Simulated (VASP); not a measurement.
# Sn2GeSe3: single point with PBE

Sn2GeSe3:

```
CELL_PARAMETERS angstrom
3.17704 1.83426 4.94912
-3.17704 1.83426 4.94912
0.00000 -3.66853 4.94912
ATOMIC_POSITIONS crystal
Sn 0.62776 0.62776 0.62776
Sn 0.37224 0.37224 0.37224
Ge 0.00000 0.00000 0.00000
Se 0.00000 0.50000 0.00000
Se 0.50000 0.00000 0.00000
Se 0.00000 0.00000 0.50000
```

| Quantity | Value |
| --- | --- |
| Program | VASP 6.6.1 |
| Task | single point |
| Functional | PBE |
| Potentials or basis | VASP PAW PBE potentials, release 64 (Sn_d, Ge_d, Se) |
| Cutoff | 520 eV |
| k mesh | 3 × 3 × 3 |
| Occupations | gaussian, width 0.1 eV |
| Spin | no spin polarisation |

```
Pressure               : -6.0 GPa
Largest force          : 0.184 eV/Å
Band gap on the k mesh : zero (band 30 reaches 4.67 eV, above the bottom of band 31 at 4.33 eV)
```

Forces on the atoms (eV/Å):
```
Sn   0.000  0.000  0.184
Sn   0.000  0.000 -0.184
Ge   0.000  0.000  0.000
Se   0.000  0.000  0.000
Se   0.000  0.000  0.000
Se   0.000  0.000  0.000
```

Stress tensor (GPa, compression positive):
```
-4.65  0.00  0.00
 0.00 -4.65  0.00
 0.00  0.00 -8.84
```

Levels at points of the mesh, in eV from the Fermi level:
| k point | band 28 | band 29 | band 30 | band 31 | band 32 | band 33 |
| --- | --- | --- | --- | --- | --- | --- |
| (0.00, 0.00, 0.00) | -0.98 | -0.98 | -0.86 | 0.50 | 0.98 | 0.98 |

Run time: 27 s on 1 thread of Intel(R) Xeon(R) 6975P-C (Granite Rapids) (shared host), peak memory 0.32 GiB.

Caveat: the k points lie up to 0.41 Å⁻¹ apart; spin-orbit coupling is left out, which moves the levels of the heavy elements.
